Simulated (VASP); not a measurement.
SnO2 (Cassiterite):

```xyz
6
Lattice="4.7694 0.0000 0.0000 0.0000 4.7694 0.0000 0.0000 0.0000 3.2076" Properties=species:S:1:pos:R:3 pbc="T T T"
Sn    2.3847    2.3847    1.6038
Sn    0.0000    0.0000    0.0000
O     3.8494    0.9200    1.6038
O     3.3047    3.3047    0.0000
O     0.9200    3.8494    1.6038
O     1.4647    1.4647    0.0000
```

Base run:

```yaml
Program: VASP 6.6.1
Functional: BLYP
Dispersion: D3(BJ)
Potentials_or_basis: VASP PAW PBE potentials, release 64 (Sn_d, O)
Cutoff: 520 eV
k_mesh: 6 × 6 × 8
Occupations: fermi-dirac, width 0.05 eV
Spin: no spin polarisation
```

Its results: band gap on the k mesh 1.12 eV, direct; pressure 6.6 GPa; largest force 0.308 eV/Å.

Problem. The run is repeated on the same cell with these changes: functional from BLYP to revPBE. What comes out?

Solution. Band gap on the k mesh 1.11 eV, direct; pressure 4.4 GPa; largest force 0.251 eV/Å.

Caveats: the PAW data sets were made with another functional, which shifts forces and pressure a little; spin-orbit coupling is left out, which moves the levels of the heavy elements.

